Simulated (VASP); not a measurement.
Set up this calculation in VASP 6.6.1, as the native input.

```
Task                    : density of states
Functional              : LDA
Potentials or basis     : VASP PAW LDA potentials, release 64 (Rb_sv, Tl_d)
Cutoff                  : 520 eV
k mesh                  : 5 × 5 × 5
Occupations             : methfessel-paxton, width 0.1 eV
Spin                    : no spin polarisation
Dipole correction       : no
k mesh for the DOS      : 8 × 8 × 8
Occupations for the DOS : tetrahedron
Further INCAR settings  : ALGO = Normal; EDIFF = 1e-06
```

RbTl3:

```
Rb Tl
1.0
     5.82373    0.00000    0.00000
     2.91186    5.04350    0.00000
     2.91186    1.68117    4.75505
Rb Tl
1 3
Direct
  0.00000 0.00000 0.00000
  0.25000 0.25000 0.25000
  0.75000 0.75000 0.75000
  0.50000 0.50000 0.50000
```

The input as run:

POSCAR

```
RbTl3
1.0
    5.8237270000      0.0000000000      0.0000000000
    2.9118635000      5.0434955267      0.0000000000
    2.9118635000      1.6811651756      4.7550531838
Rb Tl
1 3
Direct
    0.0000000000      0.0000000000      0.0000000000
    0.2500000000      0.2500000000      0.2500000000
    0.7500000000      0.7500000000      0.7500000000
    0.5000000000      0.5000000000      0.5000000000
```

INCAR.step1

```
  ALGO = Normal
  EDIFF = 1E-6
  ENCUT = 520
  ISIF = 2
  ISMEAR = 1
  LASPH = True
  LCHARG = True
  LREAL = False
  LWAVE = False
  NBANDS = 32
  NELM = 60
  PREC = Accurate
  SIGMA = 0.1
```

KPOINTS.step1

```
k-points
0
Gamma
  5 5 5
```

INCAR.step2

```
  ALGO = Normal
  EDIFF = 1E-6
  ENCUT = 520
  ICHARG = 11
  ISIF = 2
  ISMEAR = -5
  LASPH = True
  LCHARG = False
  LORBIT = 11
  LREAL = False
  LWAVE = False
  NEDOS = 1001
  NELM = 60
  PREC = Accurate
  SIGMA = 0.1
```

KPOINTS.step2

```
k-points
0
Gamma
  8 8 8
```

Potentials or basis: VASP PAW LDA potentials, release 64 (Rb_sv, Tl_d).

The run is started by

```sh
$ cat potpaw_LDA.64/Rb_sv/POTCAR potpaw_LDA.64/Tl_d/POTCAR > POTCAR
$ cp INCAR.step1 INCAR
$ cp KPOINTS.step1 KPOINTS
$ mpirun -np 1 vasp_std > vasp.out
$ cp INCAR.step2 INCAR
$ cp KPOINTS.step2 KPOINTS
$ mpirun -np 1 vasp_std > vasp.out
```

Results of the run:

```json
{"Valence electrons inside the program's atomic spheres": "Rb 7.31; Tl 11.18, 11.17"}
```

Caveat: spin-orbit coupling is left out, which moves the levels of the heavy elements.

Wall time 44 s on 1 thread of Intel(R) Xeon(R) 6975P-C (Granite Rapids), on a shared host, peak memory 0.27 GiB.
